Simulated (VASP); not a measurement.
# TiW3 (Pm-3m) in VASP: notebook, part 2 of 2

VASP 6.6.1. Earlier steps stand in the parts before.

## (3) Relaxation of cell and atoms, PBE

This run uses another cell than the first one, of 19.06 Å³/atom.

Contents of INCAR:

```
SYSTEM = TiW3
PREC = Accurate
ENCUT = 500
EDIFF = 1E-7
ISMEAR = 1
SIGMA = 0.1
LREAL = .False.
LASPH = .True.
NELM = 120
ALGO = Normal
ISIF = 3
LWAVE = .False.
LCHARG = .False.
GGA = PE
IBRION = 2
NSW = 50
EDIFFG = -0.01
GGA_COMPAT = .False.
NELMIN = 4
```

Contents of KPOINTS:

```
regular mesh
0
Gamma
  5 5 5
  0 0 0
```

Contents of POSCAR:

```
TiW3
1.0
    4.2400000000      0.0000000000      0.0000000000
    0.0000000000      4.2400000000      0.0000000000
    0.0000000000      0.0000000000      4.2400000000
Ti W
1 3
Direct
    0.0000000000      0.0000000000      0.0000000000
    0.0000000000      0.5000000000      0.5000000000
    0.5000000000      0.0000000000      0.5000000000
    0.5000000000      0.5000000000      0.0000000000
```

Potentials or basis: VASP PAW PBE potentials, release 64 (Ti_sv, W_sv).

Started as:

```sh
$ cat potpaw_PBE.64/Ti_sv/POTCAR potpaw_PBE.64/W_sv/POTCAR > POTCAR
$ mpirun -np 1 vasp_std > vasp.out
```

OUTCAR:

```text
SYSTEM = TiW3
   PREC = Accurate
   ENCUT = 500
   EDIFF = 1E-7
   ISMEAR = 1
   LREAL = .False.
   LASPH = .True.
   NELM = 120
   ISIF = 3
   GGA = PE
   IBRION = 2
   NSW = 50
   EDIFFG = -0.01
   NELMIN = 4

 ion  position               nearest neighbor table
   1  0.000  0.000  0.000-   2 3.00   3 3.00   4 3.00   2 3.00   3 3.00   2 3.00   4 3.00   2 3.00
                             3 3.00   4 3.00   3 3.00   4 3.00
   2  0.000  0.500  0.500-   1 3.00   3 3.00   4 3.00   1 3.00   4 3.00   1 3.00   3 3.00   1 3.00
                             3 3.00   4 3.00   4 3.00   3 3.00
   3  0.500  0.000  0.500-   1 3.00   2 3.00   4 3.00   1 3.00   4 3.00   2 3.00   4 3.00   4 3.00
                             1 3.00   2 3.00   1 3.00   2 3.00
   4  0.500  0.500  0.000-   1 3.00   2 3.00   3 3.00   2 3.00   3 3.00   1 3.00   3 3.00   3 3.00
                             1 3.00   2 3.00   2 3.00   1 3.00

  LATTYP: Found a simple cubic cell.
 ALAT       =     4.2400000000

  Lattice vectors:

 A1 = (   4.2400000000,   0.0000000000,   0.0000000000)
 A2 = (   0.0000000000,   4.2400000000,   0.0000000000)
 A3 = (   0.0000000000,   0.0000000000,   4.2400000000)

Analysis of symmetry for initial positions (statically):
=====================================================================
 Subroutine PRICEL returns:
 Original cell was already a primitive cell.

 Routine SETGRP: Setting up the symmetry group for a
 simple cubic supercell.

 Subroutine GETGRP returns: Found 48 space group operations
 (whereof 48 operations were pure point group operations)
 out of a pool of 48 trial point group operations.

The static configuration has the point symmetry O_h .

Analysis of symmetry for dynamics (positions and initial velocities):
=====================================================================
 Subroutine PRICEL returns:
 Original cell was already a primitive cell.

 Routine SETGRP: Setting up the symmetry group for a
 simple cubic supercell.

 Subroutine GETGRP returns: Found 48 space group operations
 (whereof 48 operations were pure point group operations)
 out of a pool of 48 trial point group operations.

The dynamic configuration has the point symmetry O_h .

 Subroutine INISYM returns: Found 48 space group operations
 (whereof 48 operations are pure point group operations),
 and found     1 'primitive' translations

----------------------------------------------------------------------------------------

                                     Primitive cell

  volume of cell :      76.2250

  direct lattice vectors                    reciprocal lattice vectors
     4.240000000  0.000000000  0.000000000     0.235849057  0.000000000  0.000000000
     0.000000000  4.240000000  0.000000000     0.000000000  0.235849057  0.000000000
     0.000000000  0.000000000  4.240000000     0.000000000  0.000000000  0.235849057

  length of vectors
     4.240000000  4.240000000  4.240000000     0.235849057  0.235849057  0.235849057

  position of ions in fractional coordinates (direct lattice)
     0.000000000  0.000000000  0.000000000
     0.000000000  0.500000000  0.500000000
     0.500000000  0.000000000  0.500000000
     0.500000000  0.500000000  0.000000000

  ion indices of the primitive-cell ions
   primitive index   ion index
                 1           1
                 2           2
                 3           3
                 4           4

[... 34 lines left out ...]
  0.200000  0.200000  0.200000      8.000000
  0.400000  0.200000  0.200000     24.000000
  0.400000  0.400000  0.200000     24.000000
  0.400000  0.400000  0.400000      8.000000
   k-points           NKPTS =     10   k-points in BZ     NKDIM =     10   number of bands    NBANDS=     32
   number of dos      NEDOS =    301   number of ions     NIONS =      4
   total plane-waves  NPLWV =  32768
   dimension x,y,z NGX =    32 NGY =   32 NGZ =   32
   dimension x,y,z NGXF=    64 NGYF=   64 NGZF=   64
   ions per type =               1   3
   NGX,Y,Z   is equivalent  to a cutoff of  12.55, 12.55, 12.55 a.u.
   NGXF,Y,Z  is equivalent  to a cutoff of  25.09, 25.09, 25.09 a.u.
 SYSTEM =  TiW3
   PREC   = accura    normal or accurate (medium, high low for compatibility)
   ISTART =      0    job   : 0-new  1-cont  2-samecut
   ICHARG =      2    charge: 1-file 2-atom 10-const
   ISPIN  =      1    spin polarized calculation?
   LNONCOLLINEAR =      F non collinear calculations
   LSORBIT =      F    spin-orbit coupling
   LASPH  =      T    aspherical Exc in radial PAW
   ENCUT  =  500.0 eV  36.75 Ry    6.06 a.u.   7.73  7.73  7.73*2*pi/ulx,y,z
   NELM   =    120;   NELMIN=  4; NELMDL= -5     # of ELM steps
   EDIFF  = 0.1E-06   stopping-criterion for ELM
   LREAL  =      F    real-space projection
   EDIFFG = -.1E-01   stopping-criterion for IOM
   NSW    =     50    number of steps for IOM
   IBRION =      2    ionic relax: 0-MD 1-quasi-New 2-CG
   NFREE  =      1    steps in history (QN), initial steepest desc. (CG)
   ISIF   =      3    stress and relaxation
   ISYM   =      2    0-nonsym 1-usesym 2-fastsym
   POTIM  = 0.5000    time-step for ionic-motion
   TEBEG  =    0.0;   TEEND  =   0.0 temperature during run
   PSTRESS=    0.0 pullay stress
   NELECT =      54.0000    total number of electrons
   NUPDOWN=      -1.0000    fix difference up-down
   EMIN   =  10.00;   EMAX   =-10.00  energy-range for DOS
   EFERMI =   0.00;   METHOD = LEGACY
   ISMEAR =     1;   SIGMA  =   0.10  broadening in eV -4-tet -1-fermi 0-gaus
   EFERMI_NEDOS =   21; number of points for ismear=-14 and -15
   IALGO  =     38    algorithm
   IMIX   =      4    mixing-type and parameters
     AMIX     =   0.40;   BMIX     =  1.00
     AMIX_MAG =   1.60;   BMIX_MAG =  1.00
  volume/ion in A,a.u.               =      19.06       128.60
  Fermi-wavevector in a.u.,A,eV,Ry     =   1.459397  2.757861 28.978242  2.129841
  Thomas-Fermi vector in A             =   2.575969
   LORBIT       =      0    0 simple, 1 ext, 2 COOP (PROOUT), +10 PAW based schemes
   GGA     = PE    functional components
   LHFCALC =     F    Hartree Fock is set to
   AEXX    =    0.0000 exact exchange contribution
   IVDW    =     0    specifies the selected vdW correction
   LEPSILON=     F    determine dielectric tensor
   LRPA    =     F    only Hartree local field effects (RPA)
 conjugate gradient relaxation of ions
 non-spin polarized calculation
 Methfessel and Paxton  Order N= 1 SIGMA  =   0.10
  energy-cutoff  :      500.00
  volume of cell :       76.23
 maximum number of plane-waves:      1951
 NGX is ok and might be reduce to    32
   NGX = 15   NGY = 15   NGZ = 15

--------------------------------------- Ionic step        1  -------------------------------------------

 number of electron      53.9999988 magnetization

 Free energy of the ion-electron system (eV)
  ---------------------------------------------------
  ext. energy  EPLUGINS =         0.00000000
  ---------------------------------------------------
  free energy    TOTEN  =       -44.23459808 eV

  energy without entropy =      -44.23223980  energy(sigma->0) =      -44.23381198

------------------------ aborting loop because EDIFF is reached ----------------------------------------

  FORCE on cell =-STRESS in cart. coord.  units (eV):
  Direction    XX          YY          ZZ          XY          YZ          ZX
  --------------------------------------------------------------------------------------
  -------------------------------------------------------------------------------------
  Total      -11.8961452    -11.8961452    -11.8961452      0.0000000     -0.0000000      0.0000000
  in kB     -250.0456296   -250.0456296   -250.0456296      0.0000000     -0.0000000      0.0000000
  external PRESSURE =    -250.0456296 kB  Pullay stress =       0.0000000 kB
[... 63 lines left out ...]
--------------------------------------- Ionic step        3  -------------------------------------------

 number of electron      54.0000006 magnetization

 E-fermi :   9.8376     XC(G=0): -12.9034

 val. band max:        9.8190247750   @ k =   0.4000   0.2000   0.2000
 cond. band min:       9.8649878362   @ k =   0.4000   0.2000   0.0000
 fundamental gap:      0.0459630612
 Fermi energy:         9.8376304124

 k-point     1 :       0.0000    0.0000    0.0000
  band No.  band energies     occupation
      1     -64.0220      2.00000
      2     -63.9277      2.00000
      3     -63.9277      2.00000
      4     -46.7330      2.00000
      5     -28.5293      2.00000
      6     -28.5293      2.00000
[... 414 lines left out ...]
--------------------------------------- Ionic step        5  -------------------------------------------

 number of electron      53.9999993 magnetization

 Free energy of the ion-electron system (eV)
  ---------------------------------------------------
  ext. energy  EPLUGINS =         0.00000000
  ---------------------------------------------------
  free energy    TOTEN  =       -45.12707767 eV

  energy without entropy =      -45.11933496  energy(sigma->0) =      -45.12449676

 E-fermi :  10.0884     XC(G=0): -13.0064

 val. band max:       10.0596329406   @ k =   0.4000   0.2000   0.2000
 cond. band min:      10.1066966367   @ k =   0.4000   0.2000   0.0000
 fundamental gap:      0.0470636960
 Fermi energy:        10.0883922549

 k-point     1 :       0.0000    0.0000    0.0000
  band No.  band energies     occupation
      1     -63.7339      2.00000
      2     -63.6309      2.00000
      3     -63.6309      2.00000
      4     -46.4211      2.00000
      5     -28.2757      2.00000
      6     -28.2757      2.00000
[... 370 lines left out ...]
  FREE ENERGIE OF THE ION-ELECTRON SYSTEM (eV)
  ---------------------------------------------------
  free  energy   TOTEN  =       -45.1270776661 eV

  energy  without entropy=      -45.1193349625  energy(sigma->0) =      -45.12449676

 reached required accuracy - stopping structural energy minimisation
```

CONTCAR:

```text
TiW3
   1.00000000000000
     4.0415251173877618    0.0000000000000000    0.0000000000000000
     0.0000000000000000    4.0415251173877618    0.0000000000000000
    -0.0000000000000000   -0.0000000000000000    4.0415251173877618
  Ti              W
     1     3
Direct
     0.0000000000000000    0.0000000000000000    0.0000000000000000
     0.0000000000000000    0.5000000000000000    0.5000000000000000
     0.5000000000000000    0.0000000000000000    0.5000000000000000
     0.5000000000000000    0.5000000000000000    0.0000000000000000

  0.00000000E+00  0.00000000E+00  0.00000000E+00
  0.00000000E+00  0.00000000E+00  0.00000000E+00
  0.00000000E+00  0.00000000E+00  0.00000000E+00
  0.00000000E+00  0.00000000E+00  0.00000000E+00
```

Wall time 76 s (1 thread of Intel Xeon Platinum 8375C at 2.90GHz (Ice Lake), shared host); peak memory 0.2 GiB.

What came out:

```
Free energy                           : -45.1271 eV
Relaxed volume                        : 16.50 Å³/atom
Relaxed cell                          : a = 4.042 Å, b = 4.042 Å, c = 4.042 Å, α = 90.00°, β = 90.00°, γ = 90.00°
Space group after relaxing (to 0.1 Å) : Pm-3m (No. 221)
Pressure after relaxing               : 0.0 GPa
Band gap on the k mesh                : zero (bands 27 and 28 overlap by 2.97 eV)
```

Final structure:
```
CELL_PARAMETERS angstrom
4.04153 0.00000 0.00000
0.00000 4.04153 0.00000
0.00000 0.00000 4.04153
ATOMIC_POSITIONS crystal
Ti 0.00000 0.00000 0.00000
W 0.00000 0.50000 0.50000
W 0.50000 0.00000 0.50000
W 0.50000 0.50000 0.00000
```

Caveat: spin-orbit coupling is left out, which moves the levels of the heavy elements.

The gap in the log of VASP goes by the Fermi energy; the results here count the filled bands.